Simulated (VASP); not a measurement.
Crystal: Hf.

```
Hf
1.0
     3.19238    0.00000    0.00000
    -1.59619    2.76469    0.00000
     0.00000    0.00000    5.04504
Hf
2
Cartesian
  0.0000 1.8431 1.2613
  1.5962 0.9216 3.7838
```

```yaml
Program: VASP 6.6.1
Task: relaxation of cell and atoms
Functional: LDA
Potentials_or_basis: VASP PAW LDA potentials, release 64 (Hf_pv)
Cutoff: 600 eV
k_mesh: 12 × 12 × 8
Occupations: gaussian, width 0.1 eV
Spin: no spin polarisation
```

At the start: pressure -7.1 GPa; volume 22.26 Å³/atom.

Question: How do energy, volume and symmetry change on relaxing?

Answer: Over 8 steps the energy falls by 33.2 meV/atom and the volume is 20.84 Å³/atom (-6.4 %); space group P6_3/mmc (No. 194, to 0.1 Å) before and after.

The path:
```tsv
step	energy change (eV)	largest force (eV/Å)	pressure (GPa)	volume (Å³)
1	0.0000	0.0000	-7.10	44.53
2	0.0396	0.0000	11.15	38.46
3	-0.0663	0.0000	-0.17	41.74
4	-0.0664	0.0000	-0.02	41.68
5	-0.0663	0.0000	0.15	41.63
6	-0.0664	0.0000	-0.14	41.73
7	-0.0664	0.0000	-0.10	41.72
8	-0.0665	0.0000	-0.01	41.68
```

Final structure:
```xyz
2
Lattice="3.1190 0.0000 0.0000 -1.5595 2.7011 0.0000 0.0000 0.0000 4.9470" Properties=species:S:1:pos:R:3 pbc="T T T"
Hf    0.0000    1.8007    1.2367
Hf    1.5595    0.9004    3.7102
```
